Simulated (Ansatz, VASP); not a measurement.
# One calculation of Cd2S, two programs

Contents of POSCAR:

```
Cd2S
1.0
    3.9626700490      0.0000000000      0.0000000000
   -1.9813350245      3.4317729293      0.0000000000
    0.0000000000      0.0000000000      5.8091920000
Cd S
2 1
Direct
    0.3333333333      0.6666666667      0.9327170000
    0.6666666667      0.3333333333      0.5787350000
    0.3333333333      0.6666666667      0.3657050000
```

File INCAR.step1:

```
SYSTEM = Cd2S
ALGO = Normal
EDIFF = 1E-4
ENCUT = 520
GGA = PE
ISMEAR = -1
LASPH = .TRUE.
LCHARG = .FALSE.
LREAL = .FALSE.
LWAVE = .TRUE.
NBANDS = 22
NELM = 100
PREC = Accurate
SIGMA = 0.05
```

File INCAR.step2:

```
SYSTEM = Cd2S
ALGO = Normal
EDIFF = 1E-7
ENCUT = 520
ISIF = 2
ISMEAR = -1
ISTART = 1
LASPH = .TRUE.
LCHARG = .TRUE.
LELF = .TRUE.
LMIXTAU = .TRUE.
LREAL = .FALSE.
LVHAR = .TRUE.
LWAVE = .FALSE.
METAGGA = R2SCAN
NBANDS = 22
NELM = 100
PREC = Accurate
SIGMA = 0.05
```

File KPOINTS:

```
k-points
0
G
  8 8 5
  0 0 0
```

input.yaml

```yaml
crystal:
  lattice:
    - [3.962670049, 0.0, 0.0]
    - [-1.9813350245, 3.4317729293, 0.0]
    - [0.0, 0.0, 5.809192]
  atoms:
    - { symbol: Cd, position: [0.3333333333, 0.6666666667, 0.932717] }
    - { symbol: Cd, position: [0.6666666667, 0.3333333333, 0.578735] }
    - { symbol: S, position: [0.3333333333, 0.6666666667, 0.365705] }
hamiltonian:
  xc: r2scan
  pseudopotentials: { kind: paw }
kpoints:
  mp_grid: { grid: [8, 8, 5] }
  band_path:
    path:
      - [[0.0, 0.0, 0.0], [0.5, 0.0, 0.0], [0.3333333333, 0.3333333333, 0.0], [0.0, 0.0, 0.0], [0.0, 0.0, 0.5], [0.5, 0.0, 0.5], [0.3333333333, 0.3333333333, 0.5], [0.0, 0.0, 0.5]]
      - [[0.5, 0.0, 0.5], [0.5, 0.0, 0.0]]
      - [[0.3333333333, 0.3333333333, 0.0], [0.3333333333, 0.3333333333, 0.5]]
    npoints: 14
scf:
  occupations: { method: fermi_dirac, width: 0.05 }
  n_extra_bands: 7
output:
  forces: true
  stress: true
  eigenvalues: true
  fatbands: true
```

Alike in both runs: functional r2SCAN; k mesh 8 × 8 × 5; occupations fermi-dirac, width 0.05 eV; no spin polarisation.

|  | VASP | Ansatz |
| --- | --- | --- |
| version | VASP 6.6.1 | Ansatz 0.2.0 |
| potentials or method | VASP PAW PBE potentials, release 64 (Cd, S) | Ansatz PAW |
| plane-wave cutoff (eV) | 520 | 500 |
| valence electrons in the cell | 30 | 46 |
| task | single point | band structure |

Ansatz gave:

- pressure (GPa): -1.7
- traceless stress, the component that is largest in VASP (GPa): -0.10
- rms of the force components (eV/Å): 0.016

What did VASP give for the same quantities?

Pressure (GPa): -1.5; traceless stress, the component that is largest in VASP (GPa): -0.04; rms of the force components (eV/Å): 0.006.

VASP's potentials were made for PBE, not for r2SCAN. Atom by atom the forces differ by 0.010 eV/Å (rms over components). VASP's potentials hold 30 valence electrons a cell and Ansatz's 46, so a difference there can come from the potentials and not from the codes.
